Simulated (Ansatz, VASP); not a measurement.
**One calculation of Ga4AsP3, two programs**

The input INCAR:

```
SYSTEM = Ga4AsP3
PREC     = Accurate       ! precision mode
ENCUT    = 520            ! plane-wave cutoff, eV
EDIFF    = 1E-6           ! SCF threshold, eV
ISMEAR   = -1             ! smearing method
SIGMA    = 0.02           ! smearing width, eV
LREAL    = .FALSE.        ! projectors in reciprocal space
LASPH    = .TRUE.         ! aspherical terms in the spheres
NELM     = 60             ! most SCF steps
ALGO     = Normal         ! electronic algorithm
ISIF     = 2              ! what is computed and relaxed
LWAVE    = .FALSE.        ! write WAVECAR
LCHARG   = .TRUE.         ! write CHGCAR
GGA      = PE             ! functional
LELF     = .TRUE.         ! ELF
LVHAR    = .TRUE.       
NBANDS   = 46             ! bands
```

KPOINTS

```
regular mesh
0
G
  6 6 2
  0 0 0
```

The input POSCAR:

```
Ga4AsP3
1.0
    3.8939028371      0.0000000000      0.0000000000
    0.0000000000      3.8939028371      0.0000000000
    0.0000000000      0.0000000000     10.9986681304
P Ga As
3 4 1
Direct
    0.0000000000      0.0000000000      0.2457075641
    0.5000000000      0.5000000000      0.0000000000
    0.0000000000      0.0000000000      0.7542924359
    0.0000000000      0.5000000000      0.1227669783
    0.5000000000      0.0000000000      0.8772330217
    0.0000000000      0.5000000000      0.6315730430
    0.5000000000      0.0000000000      0.3684269570
    0.5000000000      0.5000000000      0.5000000000
```

Input for Ansatz:

```yaml
crystal:
  lattice:
    - [3.8939028371, 0.0, 0.0]
    - [0.0, 3.8939028371, 0.0]
    - [0.0, 0.0, 10.9986681304]
  atoms:
    - { symbol: P, position: [0.0, 0.0, 0.2457075641] }
    - { symbol: Ga, position: [0.0, 0.5, 0.1227669783] }
    - { symbol: P, position: [0.5, 0.5, 0.0] }
    - { symbol: Ga, position: [0.5, 0.0, 0.8772330217] }
    - { symbol: P, position: [0.0, 0.0, 0.7542924359] }
    - { symbol: Ga, position: [0.0, 0.5, 0.631573043] }
    - { symbol: As, position: [0.5, 0.5, 0.5] }
    - { symbol: Ga, position: [0.5, 0.0, 0.368426957] }
kpoints:
  mp_grid: { grid: [6, 6, 2] }
  band_path:
    path:
      - [[0.0, 0.0, 0.0], [0.0, 0.5, 0.0], [0.5, 0.5, -9.585967665013e-33], [0.0, 0.0, 0.0], [3.819290858395e-51, 0.0, 0.5], [3.819290858395e-51, 0.5, 0.5], [0.5, 0.5, 0.5], [3.819290858395e-51, 0.0, 0.5]]
      - [[0.0, 0.5, 0.0], [3.819290858395e-51, 0.5, 0.5]]
      - [[0.5, 0.5, -9.585967665013e-33], [0.5, 0.5, 0.5]]
    npoints: 10
hamiltonian:
  xc: pbe
scf:
  occupations: { method: fermi_dirac, width: 0.02 }
  n_extra_bands: 6
output:
  forces: true
  stress: true
  eigenvalues: true
```

Alike in both runs: task single point; functional PBE; k mesh 6 × 6 × 2; occupations fermi-dirac, width 0.02 eV; no spin polarisation.

|  | VASP | Ansatz |
| --- | --- | --- |
| version | VASP 6.6.1 | Ansatz 0.2.0 |
| potentials or method | VASP PAW PBE potentials, release 64 (P, Ga_d, As) | plane waves, PAW |
| plane-wave cutoff (eV) | 520 | 420 |
| valence electrons in the cell | 72 | 82 |

Ansatz gave:

- gap on the k mesh at the Fermi level (eV): 1.42
- pressure (GPa): 2.6
- rms of the force components (eV/Å): 0.016

Question: Which values does VASP return?

Answer: gap on the k mesh at the Fermi level (eV): 1.42; pressure (GPa): 2.6; rms of the force components (eV/Å): 0.022.

VASP's potentials hold 72 valence electrons a cell and Ansatz's 82, so a difference there can come from the potentials and not from the codes.
